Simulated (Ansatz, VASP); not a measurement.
# HfO2 in VASP and in Ansatz

POSCAR

```
HfO2
1.0
    0.0000000000     -4.8382036357      0.0000000000
    0.0000000000      0.0000000000     -3.2203479143
    9.6764072713     -0.9676407271      0.0000000000
Hf O
4 8
Direct
    0.9097500000      0.0000000000      0.4512500000
    0.8097500000      0.0000000000      0.9512500000
    0.4597500000      0.5000000000      0.2012500000
    0.3597500000      0.5000000000      0.7012500000
    0.1851772647      0.5000000000      0.0487095915
    0.0851772647      0.5000000000      0.5487095915
    0.6741611013      0.0000000000      0.1037904085
    0.5741611013      0.0000000000      0.6037904085
    0.2453388987      0.0000000000      0.2987095915
    0.1453388987      0.0000000000      0.7987095915
    0.7343227353      0.5000000000      0.3537904085
    0.6343227353      0.5000000000      0.8537904085
```

Contents of INCAR.step1:

```
PREC     = Accurate       # precision mode
ENCUT    = 520            # plane-wave cutoff, eV
ISMEAR   = 0              # smearing method
SIGMA    = 0.05           # smearing width, eV
LREAL    = F              # projectors in reciprocal space
LASPH    = T              # aspherical terms in the spheres
NELM     = 100            # most SCF steps
NBANDS   = 56             # bands
GGA      = PE             # functional
ALGO     = Normal         # electronic algorithm
EDIFF    = 1E-4           # SCF threshold, eV
LWAVE    = T              # write WAVECAR
LCHARG   = F              # write CHGCAR
```

The input INCAR.step2:

```
PREC     = Accurate       # precision mode
ENCUT    = 520            # plane-wave cutoff, eV
EDIFF    = 1E-6           # SCF threshold, eV
ISMEAR   = 0              # smearing method
SIGMA    = 0.05           # smearing width, eV
LREAL    = F              # projectors in reciprocal space
LASPH    = T              # aspherical terms in the spheres
NELM     = 100            # most SCF steps
ALGO     = Normal         # electronic algorithm
ISIF     = 2              # what is computed and relaxed
LWAVE    = F              # write WAVECAR
LCHARG   = T              # write CHGCAR
METAGGA  = R2SCAN         # meta-GGA
LMIXTAU  = T            
LELF     = T              # ELF
LVHAR    = T            
NBANDS   = 56             # bands
ISTART   = 1
```

Contents of KPOINTS:

```
Automatic mesh
0
Gamma
  5 7 3
```

Input for Ansatz:

```yaml
crystal:
  lattice:
    - [0.0, -4.8382036357, 0.0]
    - [0.0, 0.0, -3.2203479143]
    - [9.6764072713, -0.9676407271, 0.0]
  atoms:
    - { symbol: Hf, position: [0.90975, 0.0, 0.45125] }
    - { symbol: Hf, position: [0.80975, 0.0, 0.95125] }
    - { symbol: Hf, position: [0.45975, 0.5, 0.20125] }
    - { symbol: Hf, position: [0.35975, 0.5, 0.70125] }
    - { symbol: O, position: [0.1851772647, 0.5, 0.0487095915] }
    - { symbol: O, position: [0.0851772647, 0.5, 0.5487095915] }
    - { symbol: O, position: [0.6741611013, 0.0, 0.1037904085] }
    - { symbol: O, position: [0.5741611013, 0.0, 0.6037904085] }
    - { symbol: O, position: [0.2453388987, 0.0, 0.2987095915] }
    - { symbol: O, position: [0.1453388987, 0.0, 0.7987095915] }
    - { symbol: O, position: [0.7343227353, 0.5, 0.3537904085] }
    - { symbol: O, position: [0.6343227353, 0.5, 0.8537904085] }
basis:
  ecutwfc: 500
kpoints:
  mp_grid: { grid: [5, 7, 3] }
hamiltonian:
  xc: r2scan
scf:
  occupations: { method: gaussian, width: 0.05 }
output:
  forces: true
  stress: true
  eigenvalues: true
```

Alike in both runs: task single point; functional r2SCAN; k mesh 5 × 7 × 3; occupations gaussian, width 0.05 eV; no spin polarisation.

```csv
,VASP,Ansatz
version,VASP 6.6.1,Ansatz 0.2.0
potentials or method,"VASP PAW PBE potentials, release 64 (Hf_pv, O), cutoff 520 eV","scalar-relativistic, plane waves, PAW"
valence electrons in the cell,88,152
```

```csv
,VASP,Ansatz,Ansatz less VASP
gap on the k mesh at the Fermi level (eV),1.97,2.01,+0.038
least direct gap on the mesh (eV),1.97,2.01,+0.038
pressure (GPa),9.9,11.9,+2.04
"traceless stress, the component that is largest in VASP (GPa)",24.44,23.02,-1.426
rms of the force components (eV/Å),5.915,5.586,-0.3287
```

VASP's potentials were made for PBE, not for r2SCAN. Atom by atom the forces differ by 0.337 eV/Å (rms over components). The functional is the same, so the differences come from potentials, cutoffs and numerics. VASP's potentials hold 88 valence electrons a cell and Ansatz's 152, so a difference there can come from the potentials and not from the codes.

Neither program's run includes spin-orbit coupling.
